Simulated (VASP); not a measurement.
# NaTa6 in VASP: notebook

NaTa6 is run at these levels: PBEsol; tasks: single point.

Program: VASP 6.6.1. These are calculated values, not measurements. Logs are shortened: lines on timing, memory, paths and dates and some standing lists are left out, and cuts for length are marked.

## Step 1: The cell of the first run

The cell holds a slab with vacuum, 7 atoms: a = 4.639 Å, b = 4.639 Å, c = 19.944 Å, α = 90.00°, β = 90.00°, γ = 120.00°.

## Step 2: Single point, PBEsol

INCAR reads:

```
SYSTEM = NaTa6
ALGO = Normal
DIPOL = 0.5 0.5 0.348
EDIFF = 1E-6
ENCUT = 520
GGA = PS
IDIPOL = 3
ISIF = 2
ISMEAR = 0
LASPH = .TRUE.
LCHARG = .FALSE.
LDIPOL = .TRUE.
LREAL = .FALSE.
LWAVE = .FALSE.
NBANDS = 46
NELM = 80
PREC = Accurate
SIGMA = 0.1
```

KPOINTS reads:

```
k-points
0
G
  6 6 1
  0 0 0
```

POSCAR reads:

```
NaTa6
1.0
    4.6393552080      0.0000000000      0.0000000000
   -2.3196776040      4.0177994673      0.0000000000
    0.0000000000      0.0000000000     19.9442140487
Ta Na
6 1
Direct
    0.6666666666      0.3333333333      0.2005594199
    0.3333333333      0.6666666667      0.2480420840
    0.0000000000      0.0000000000      0.2955247481
    0.6666666666      0.3333333333      0.3400438158
    0.3333333333      0.6666666667      0.3814862476
    0.0000000000      0.0000000000      0.4233916678
    0.2222222222      0.4444444444      0.5474536197
```

Potentials or basis: VASP PAW PBE potentials, release 64 (Ta_pv, Na_pv).

On the command line:

```sh
$ cat potpaw_PBE.64/Ta_pv/POTCAR potpaw_PBE.64/Na_pv/POTCAR > POTCAR
$ mpirun -np 1 vasp_std > vasp.out
```

OUTCAR:

```text
SYSTEM = NaTa6
   EDIFF = 1E-6
   ENCUT = 520
   GGA = PS
   ISIF = 2
   ISMEAR = 0
   LASPH = .TRUE.
   LREAL = .FALSE.
   NELM = 80
   PREC = Accurate

 ion  position               nearest neighbor table
   1  0.667  0.333  0.201-   4 2.78   2 2.84   2 2.84   2 2.84   3 3.28   3 3.28   3 3.28
   2  0.333  0.667  0.248-   5 2.66   1 2.84   3 2.84   3 2.84   1 2.84   1 2.84   3 2.84   4 3.25
                             4 3.25   4 3.25
   3  0.000  0.000  0.296-   6 2.55   4 2.82   4 2.82   4 2.82   2 2.84   2 2.84   2 2.84   5 3.18
                             5 3.18   5 3.18   1 3.28   1 3.28   1 3.28
   4  0.667  0.333  0.340-   1 2.78   5 2.80   5 2.80   5 2.80   3 2.82   3 2.82   3 2.82   6 3.15
                             6 3.15   6 3.15   2 3.25   2 3.25   2 3.25
   5  0.333  0.667  0.381-   2 2.66   4 2.80   4 2.80   4 2.80   6 2.81   6 2.81   6 2.81   3 3.18
                             3 3.18   3 3.18
   6  0.000  0.000  0.423-   3 2.55   5 2.81   5 2.81   5 2.81   7 3.05   4 3.15   4 3.15   4 3.15

   7  0.222  0.444  0.547-   6 3.05

  LATTYP: Found a hexagonal cell.
 ALAT       =     4.6393552080
 C/A-ratio  =     4.2989193874

  Lattice vectors:

 A1 = (   4.6393552080,   0.0000000000,   0.0000000000)
 A2 = (  -2.3196776040,   4.0177994673,   0.0000000000)
 A3 = (   0.0000000000,   0.0000000000,  19.9442140487)

Analysis of symmetry for initial positions (statically):
=====================================================================
 Subroutine PRICEL returns:
 Original cell was already a primitive cell.

 Routine SETGRP: Setting up the symmetry group for a
 hexagonal supercell.

 Subroutine GETGRP returns: Found  2 space group operations
 (whereof  2 operations were pure point group operations)
 out of a pool of 24 trial point group operations.

The static configuration has the point symmetry C_1h.

Analysis of symmetry for dynamics (positions and initial velocities):
=====================================================================
 Subroutine PRICEL returns:
 Original cell was already a primitive cell.

 Routine SETGRP: Setting up the symmetry group for a
 hexagonal supercell.

 Subroutine GETGRP returns: Found  2 space group operations
 (whereof  2 operations were pure point group operations)
 out of a pool of 24 trial point group operations.

The dynamic configuration has the point symmetry C_1h.

 Subroutine INISYM returns: Found  2 space group operations
 (whereof  2 operations are pure point group operations),
 and found     1 'primitive' translations

----------------------------------------------------------------------------------------

                                     Primitive cell

  volume of cell :     371.7601

  direct lattice vectors                    reciprocal lattice vectors
     4.639355208  0.000000000  0.000000000     0.215547195  0.124446231  0.000000000
    -2.319677604  4.017799467  0.000000000     0.000000000  0.248892462  0.000000000
     0.000000000  0.000000000 19.944214049     0.000000000  0.000000000  0.050139855

  length of vectors
     4.639355208  4.639355208 19.944214049     0.248892462  0.248892462  0.050139855

  position of ions in fractional coordinates (direct lattice)
     0.666666667  0.333333333  0.200559420
     0.333333333  0.666666667  0.248042084
     0.000000000  0.000000000  0.295524748
     0.666666667  0.333333333  0.340043816
     0.333333333  0.666666667  0.381486248
     0.000000000  0.000000000  0.423391668
     0.222222222  0.444444444  0.547453620

  ion indices of the primitive-cell ions
   primitive index   ion index
                 1           1
                 2           2
                 3           3
                 4           4
                 5           5
                 6           6
                 7           7

----------------------------------------------------------------------------------------

 KPOINTS: k-points

Automatic generation of k-mesh.
 Grid dimensions read from file:
 generate k-points for:    6    6    1

 Generating k-lattice:

  Cartesian coordinates                     Fractional coordinates (reciprocal lattice)
     0.035924532  0.020741038  0.000000000     0.166666667 -0.000000000  0.000000000
     0.000000000  0.041482077  0.000000000     0.000000000  0.166666667  0.000000000
     0.000000000  0.000000000  0.050139855     0.000000000  0.000000000  1.000000000

  Length of vectors
     0.041482077  0.041482077  0.050139855

  Shift w.r.t. Gamma in fractional coordinates (k-lattice)
     0.000000000  0.000000000  0.000000000

 Subroutine IBZKPT returns following result:
 ===========================================

 Found     13 irreducible k-points:

 Following reciprocal coordinates:
            Coordinates               Weight
  0.000000  0.000000  0.000000      1.000000
  0.166667  0.000000  0.000000      4.000000
  0.000000  0.166667  0.000000      2.000000
  0.333333  0.000000  0.000000      4.000000
  0.000000  0.333333  0.000000      2.000000
  0.500000  0.000000  0.000000      2.000000
  0.000000  0.500000  0.000000      1.000000
  0.166667  0.166667  0.000000      4.000000
 -0.333333  0.166667  0.000000      2.000000
  0.333333  0.166667  0.000000      4.000000
 -0.166667  0.500000  0.000000      4.000000
  0.500000  0.333333  0.000000      4.000000
  0.333333  0.333333  0.000000      2.000000
   k-points           NKPTS =     13   k-points in BZ     NKDIM =     13   number of bands    NBANDS=     46
   number of dos      NEDOS =    301   number of ions     NIONS =      7
   total plane-waves  NPLWV = 194400
   dimension x,y,z NGX =    36 NGY =   36 NGZ =  150
   dimension x,y,z NGXF=    72 NGYF=   72 NGZF=  300
   ions per type =               6   1
   NGX,Y,Z   is equivalent  to a cutoff of  12.90, 12.90, 12.50 a.u.
   NGXF,Y,Z  is equivalent  to a cutoff of  25.80, 25.80, 25.01 a.u.
 SYSTEM =  NaTa6
   PREC   = accura    normal or accurate (medium, high low for compatibility)
   ISTART =      0    job   : 0-new  1-cont  2-samecut
   ICHARG =      2    charge: 1-file 2-atom 10-const
   ISPIN  =      1    spin polarized calculation?
   LNONCOLLINEAR =      F non collinear calculations
   LSORBIT =      F    spin-orbit coupling
   LASPH  =      T    aspherical Exc in radial PAW
   ENCUT  =  520.0 eV  38.22 Ry    6.18 a.u.   8.63  8.63 37.08*2*pi/ulx,y,z
   NELM   =     80;   NELMIN=  2; NELMDL= -5     # of ELM steps
   EDIFF  = 0.1E-05   stopping-criterion for ELM
   LREAL  =      F    real-space projection
   EDIFFG = 0.1E-04   stopping-criterion for IOM
   NSW    =      0    number of steps for IOM
   IBRION =     -1    ionic relax: 0-MD 1-quasi-New 2-CG
   NFREE  =      0    steps in history (QN), initial steepest desc. (CG)
   ISIF   =      2    stress and relaxation
   ISYM   =      2    0-nonsym 1-usesym 2-fastsym
   POTIM  = 0.5000    time-step for ionic-motion
   TEBEG  =    0.0;   TEEND  =   0.0 temperature during run
   PSTRESS=    0.0 pullay stress
   NELECT =      73.0000    total number of electrons
   NUPDOWN=      -1.0000    fix difference up-down
   EMIN   =  10.00;   EMAX   =-10.00  energy-range for DOS
   EFERMI =   0.00;   METHOD = LEGACY
   ISMEAR =     0;   SIGMA  =   0.10  broadening in eV -4-tet -1-fermi 0-gaus
   EFERMI_NEDOS =   21; number of points for ismear=-14 and -15
   IALGO  =     38    algorithm
   IMIX   =      4    mixing-type and parameters
     AMIX     =   0.40;   BMIX     =  1.00
     AMIX_MAG =   1.60;   BMIX_MAG =  1.00
  volume/ion in A,a.u.               =      53.11       358.39
  Fermi-wavevector in a.u.,A,eV,Ry     =   0.951542  1.798155 12.319165  0.905433
  Thomas-Fermi vector in A             =   2.080022
   LORBIT       =      0    0 simple, 1 ext, 2 COOP (PROOUT), +10 PAW based schemes
   GGA     = PS    functional components
   LHFCALC =     F    Hartree Fock is set to
   AEXX    =    0.0000 exact exchange contribution
   IVDW    =     0    specifies the selected vdW correction
   LEPSILON=     F    determine dielectric tensor
   LRPA    =     F    only Hartree local field effects (RPA)
 non-spin polarized calculation
 Gauss-broadening in eV      SIGMA  =   0.10
  energy-cutoff  :      520.00
  volume of cell :      371.76
 maximum number of plane-waves:     10037
 NGX is ok and might be reduce to    36
   NGX = 17   NGY = 17   NGZ = 75

 dipolmoment           0.000000      0.000000      0.144869 electrons x Angstroem

 number of electron      73.0000001 magnetization

 dipolmoment           0.000000      0.000000     -0.121170 electrons x Angstroem

 Free energy of the ion-electron system (eV)
  ---------------------------------------------------
  ext. energy  EPLUGINS =         0.00000000
  ---------------------------------------------------
  free energy    TOTEN  =       -69.76893847 eV

  energy without entropy =      -69.73154986  energy(sigma->0) =      -69.75024416

 E-fermi :  -0.0998     XC(G=0):  -5.4763

 val. band max:       -0.1594324230   @ k =   0.3333   0.3333   0.0000
 cond. band min:      -0.0545752253   @ k =   0.0000   0.3333   0.0000
 fundamental gap:      0.1048571977
 Fermi energy:        -0.0998250614

 k-point     1 :       0.0000    0.0000    0.0000
  band No.  band energies     occupation
      1     -34.8333      2.00000
      2     -34.6312      2.00000
      3     -34.5241      2.00000
      4     -34.5234      2.00000
      5     -34.3331      2.00000
      6     -34.3303      2.00000
[... 38 lines left out ...]
     45       2.2546      0.00000
     46       2.3660      0.00000

 k-point     2 :       0.1667    0.0000    0.0000
  band No.  band energies     occupation
      1     -34.8420      2.00000
      2     -34.6508      2.00000
      3     -34.5620      2.00000
      4     -34.5355      2.00000
      5     -34.4092      2.00000
      6     -34.3732      2.00000
[... 531 lines left out ...]
 k-point    13 :       0.3333    0.3333    0.0000
  band No.  band energies     occupation
      1     -34.8749      2.00000
      2     -34.7526      2.00000
      3     -34.5730      2.00000
      4     -34.4923      2.00000
      5     -34.4892      2.00000
      6     -34.3546      2.00000
[... 38 lines left out ...]
     45       1.6985      0.00000
     46       2.3666      0.00000

------------------------ aborting loop because EDIFF is reached ----------------------------------------

 vacuum level on the upper side and lower side of the slab       (xc-potential included)        -1.046         0.253

  FORCE on cell =-STRESS in cart. coord.  units (eV):
  Direction    XX          YY          ZZ          XY          YZ          ZX
  --------------------------------------------------------------------------------------
  -------------------------------------------------------------------------------------
  Total       -5.4933649     -4.9356433     -3.3047003      0.0000000      0.9656730      0.0000000
  in kB      -23.6747949    -21.2711778    -14.2422911      0.0000000      4.1617678      0.0000000
  external PRESSURE =     -19.7294213 kB  Pullay stress =       0.0000000 kB

 VOLUME and BASIS-vectors are now :
 -----------------------------------------------------------------------------
  energy-cutoff  :      520.00
  volume of cell :      371.76
      direct lattice vectors                 reciprocal lattice vectors
     4.639355208  0.000000000  0.000000000     0.215547195  0.124446231  0.000000000
    -2.319677604  4.017799467  0.000000000     0.000000000  0.248892462  0.000000000
     0.000000000  0.000000000 19.944214049     0.000000000  0.000000000  0.050139855

 POSITION                                       TOTAL-FORCE (eV/Angst)
 -----------------------------------------------------------------------------------
      2.31968      1.33927      4.00000        -0.000000      0.006883      1.769158
     -0.00000      2.67853      4.94700        -0.000000     -0.000957     -0.029308
      0.00000      0.00000      5.89401        -0.000000      0.005527     -1.847468
      2.31968      1.33927      6.78191        -0.000000      0.007158      0.056415
     -0.00000      2.67853      7.60844         0.000000     -0.056770      0.173054
      0.00000      0.00000      8.44421        -0.000000     -0.354740     -0.128260
      0.00000      1.78569     10.91853         0.000000      0.392899      0.006410
 -----------------------------------------------------------------------------------
    total drift:                                0.000000      0.000009      0.000194

  FREE ENERGIE OF THE ION-ELECTRON SYSTEM (eV)
  ---------------------------------------------------
  free  energy   TOTEN  =       -69.7689384654 eV

  energy  without entropy=      -69.7315498595  energy(sigma->0) =      -69.75024416

 vacuum level on the upper side and lower side of the slab         1.740         3.069
```

It took 5.3 min on 1 thread of Intel Xeon 6975P-C (Granite Rapids), shared host; peak memory 0.54 GiB.

Results:

```
Free energy            : -69.7689 eV
Largest force          : 1.847 eV/Å
Band gap on the k mesh : zero (an odd number of electrons rules out a gap without spin polarisation)
```

Forces on the atoms (eV/Å):
```
Ta   0.000  0.007  1.769
Ta   0.000 -0.001 -0.029
Ta   0.000  0.006 -1.847
Ta   0.000  0.007  0.056
Ta   0.000 -0.057  0.173
Ta   0.000 -0.355 -0.128
Na   0.000  0.393  0.006
```

Levels at points of the mesh, in eV from the Fermi level:
```
           k point  band 33  band 34  band 35  band 36  band 37  band 38  band 39  band 40
(0.00, 0.00, 0.00)    -1.03    -0.96    -0.95    -0.41    -0.40     0.15     0.22     0.23
(0.50, 0.00, 0.00)    -1.16    -0.96    -0.72    -0.30    -0.06     0.08     0.83     1.07
(0.00, 0.50, 0.00)    -1.15    -0.95    -0.73    -0.29    -0.07     0.08     0.80     1.07
```

Caveat: the PAW data sets were made with another functional, which shifts forces and pressure a little; spin-orbit coupling is left out, which moves the levels of the heavy elements.

(Continued in part 2 of 2.)

The gap in the log of VASP goes by the Fermi energy; the results here count the filled bands.